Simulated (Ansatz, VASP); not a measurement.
## TaN: VASP beside Ansatz

```
Ta N
1.0
     5.18500    0.00000    0.00000
    -2.59250    4.49034    0.00000
     0.00000    0.00000    2.90800
Ta N
3 3
Direct
  0.00000 0.00000 0.00000
  0.33333 0.66667 0.50000
  0.66667 0.33333 0.50000
  0.50000 0.00000 0.00000
  0.50000 0.50000 0.00000
  0.00000 0.50000 0.00000
```

Alike in both runs: task single point; functional PBEsol; k mesh 4 × 4 × 7; occupations gaussian, width 0.05 eV; collinear spin; Hubbard terms Ta d U = 4.0 eV.

|  | VASP | Ansatz |
| --- | --- | --- |
| version | VASP 6.6.1 | Ansatz 0.2.0 |
| potentials or method | VASP PAW PBE potentials, release 64 (Ta_pv, N), cutoff 520 eV | scalar-relativistic, plane waves, PAW |
| valence electrons in the cell | 48 | 54 |

|  | VASP | Ansatz | Ansatz less VASP |
| --- | --- | --- | --- |
| gap on the k mesh at the Fermi level (eV) | none | none | - |
| pressure (GPa) | 14.7 | 5.1 | -9.53 |
| traceless stress, the component that is largest in VASP (GPa) | 2.16 | -2.15 | -4.313 |
| net moment per atom (μB) | 0.00 | 0.00 | 0.000 |

VASP's potentials were made for PBE, not for PBEsol. The programs project onto different local orbitals, so the same U acts differently, and such runs can settle in different states. A gap of «none» marks a metal or a gap that the smearing closes. VASP's potentials hold 48 valence electrons a cell and Ansatz's 54, so a difference there can come from the potentials and not from the codes. Ansatz's warnings: filled band counts differ across k points, seeded moment not kept.

Neither program's run includes spin-orbit coupling.
